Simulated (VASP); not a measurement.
Input of a VASP 6.6.1 run:

POSCAR

```
HfB
1.0
    0.0000000000      2.2787799567      2.2787799567
    2.2787799567      0.0000000000      2.2787799567
    2.2787799567      2.2787799567      0.0000000000
Hf B
1 1
Direct
    0.5000000000      0.5000000000      0.5000000000
    0.0000000000      0.0000000000      0.0000000000
```

The input INCAR.step1:

```
SYSTEM = HfB
  ALGO = Normal
  EDIFF = 1E-5
  ENCUT = 520
  GGA = PE
  ISIF = 2
  ISMEAR = -1
  LASPH = .True.
  LCHARG = .False.
  LREAL = .False.
  LWAVE = .True.
  NBANDS = 14
  NELM = 100
  PREC = Accurate
  SIGMA = 0.05
```

File INCAR.step2:

```
SYSTEM = HfB
  ALGO = Normal
  EDIFF = 1E-6
  ENCUT = 520
  GGA = PE
  HFSCREEN = 0.2079
  ISIF = 2
  ISMEAR = -1
  ISTART = 1
  LASPH = .True.
  LCHARG = .False.
  LHFCALC = .True.
  LREAL = .False.
  LWAVE = .False.
  NBANDS = 14
  NELM = 100
  PREC = Accurate
  PRECFOCK = Normal
  SIGMA = 0.05
```

File KPOINTS:

```
k-points
0
Gamma
  6 6 6
  0 0 0
```

Potentials or basis: VASP PAW PBE potentials, release 64 (Hf_pv, B).

Command:

```console
$ cat potpaw_PBE.64/Hf_pv/POTCAR potpaw_PBE.64/B/POTCAR > POTCAR
$ cp INCAR.step1 INCAR
$ mpirun -np 1 vasp_std > vasp.out
$ cp INCAR.step2 INCAR
$ mpirun -np 1 vasp_std > vasp.out
```

Estimate the pressure.

40.5 GPa.

Caveat: the k points lie up to 0.40 Å⁻¹ apart; the PAW data sets were made with another functional, which shifts forces and pressure a little.
